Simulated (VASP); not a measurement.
The system is GaAs.

```
Ga As
1.0
     0.00000    2.83309    2.77642
     2.83309    0.00000    2.77642
     2.83309    2.83309    0.00000
Ga As
1 1
Direct
  0.00000 0.00000 0.00000
  0.25000 0.25000 0.25000
```

This cell differs from its parent crystal: uniaxial z strain -2.0%.

Base run:

- Program: VASP 6.6.1
- Functional: PBE
- Potentials or basis: VASP PAW PBE potentials, release 64 (Ga_d, As)
- Cutoff: 520 eV
- k mesh: 8 × 8 × 8
- Occupations: fermi-dirac, width 0.02 eV
- Spin: no spin polarisation

Its results: band gap on the k mesh 0.54 eV, direct; pressure 4.5 GPa.

Q: The run is repeated on the same cell with these changes: functional from PBE to r2SCAN; occupations from fermi-dirac, width 0.02 eV to gaussian, width 0.01 eV. What comes out?

A: Band gap on the k mesh 1.02 eV, direct; pressure 1.7 GPa.

Caveats: the PAW data sets were made with another functional, which shifts forces and pressure a little (some runs).

A k mesh can miss the band edges.
